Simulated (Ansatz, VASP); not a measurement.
**Two plane-wave programs on SiF2**

```
CELL_PARAMETERS angstrom
4.13895 0.00000 0.00000
0.00000 5.05156 0.00000
0.00000 0.00000 3.15352
ATOMIC_POSITIONS crystal
Si 0.00000 0.00000 0.00000
Si 0.50000 0.50000 0.50000
F 0.20040 0.37870 0.00000
F 0.79960 0.62130 0.00000
F 0.70040 0.12130 0.50000
F 0.29960 0.87870 0.50000
```

Alike in both runs: task single point; functional PBE; k mesh 4 × 4 × 6; occupations gaussian, width 0.1 eV; no spin polarisation.

|  | VASP | Ansatz |
| --- | --- | --- |
| version | VASP 6.6.1 | Ansatz 0.2.0 |
| potentials or method | VASP PAW PBE potentials, release 64 (Si, F), cutoff 520 eV | scalar-relativistic, plane waves, PAW |
| valence electrons in the cell | 36 | 36 |

|  | VASP | Ansatz | Ansatz less VASP |
| --- | --- | --- | --- |
| gap on the k mesh at the Fermi level (eV) | 1.15 | 1.16 | +0.005 |
| least direct gap on the mesh (eV) | 2.19 | 2.19 | +0.008 |
| rms of the force components (eV/Å) | 0.900 | 0.900 | +0.0007 |

Atom by atom the forces differ by 0.003 eV/Å (rms over components). The functional is the same, so the differences come from potentials, cutoffs and numerics.
